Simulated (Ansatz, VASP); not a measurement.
# Two plane-wave programs on TiO2

```
Ti O
1.0
     0.02061    2.41744    2.41744
     2.41744    0.02061    2.41744
     2.41744    2.41744    0.02061
Ti O
1 2
Cartesian
  0.0000 0.0000 0.0000
  1.2118 1.2118 1.2118
  3.6437 3.6437 3.6437
```

Change from the starting cell: shear_111 strain +1.3%.

Alike in both runs: task single point; functional r2SCAN; k mesh 10 × 10 × 10; no spin polarisation.

```csv
,VASP,Ansatz
version,VASP 6.6.1,Ansatz 0.2.0
potentials or method,"VASP PAW PBE potentials, release 64 (Ti_sv, O)","plane waves, PAW"
plane-wave cutoff (eV),520,500
occupations,"gaussian, width 0.01 eV",fixed
valence electrons in the cell,24,24
```

```csv
,VASP,Ansatz,Ansatz less VASP
gap on the k mesh at the Fermi level (eV),1.53,1.49,-0.037
pressure (GPa),-1.9,-3.4,-1.46
"traceless stress, the component that is largest in VASP (GPa)",-0.31,-0.29,+0.029
```

VASP's potentials were made for PBE, not for r2SCAN.
